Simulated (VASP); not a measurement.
A run of VASP 6.6.1:

INCAR

```
SYSTEM = AlGa3N4
  ALGO = Normal
  EDIFF = 1E-7
  ENCUT = 520
  GGA = PS
  ISIF = 2
  ISMEAR = 0
  LASPH = .TRUE.
  LCHARG = .FALSE.
  LREAL = .FALSE.
  LWAVE = .FALSE.
  NBANDS = 41
  NELM = 60
  PREC = Accurate
  SIGMA = 0.05
```

KPOINTS

```
k-points
0
G
  6 8 6
  0 0 0
```

File POSCAR:

```
AlGa3N4
1.0
    5.1423511994      0.0000000000      0.0001215027
    0.0000000000      3.1649848006      0.0000000000
   -0.0035856898      0.0000000000      5.4784941377
Al Ga N
1 3 4
Direct
   -0.0029335330      0.5000000000      0.6690578322
    0.4986677736      0.5000000000      0.3351020571
    0.4993867774      0.0000000000      0.8315251798
    1.0004351633      0.0000000000      0.1662953897
    0.1228894316      0.5000000000      0.3267473875
    0.1171247685      0.0000000000      0.8356578948
    0.6175543129      0.0000000000      0.1606809206
    0.6358269564      0.5000000000      0.6723032957
```

Potentials or basis: VASP PAW PBE potentials, release 64 (Al, Ga_d, N).

Launch:

```console
$ cat potpaw_PBE.64/Al/POTCAR potpaw_PBE.64/Ga_d/POTCAR potpaw_PBE.64/N/POTCAR > POTCAR
$ mpirun -np 1 vasp_std > vasp.out
```

Hardware: 1 thread of Intel(R) Xeon(R) Platinum 8488C (Sapphire Rapids), on a shared host.

Q: Estimate the wall time of this run.

A: Run time: 5.9 min on 1 thread of Intel(R) Xeon(R) Platinum 8488C (Sapphire Rapids), with other jobs on the host, peak memory 0.4 GiB. Counts: scf iterations 16, k points 100.
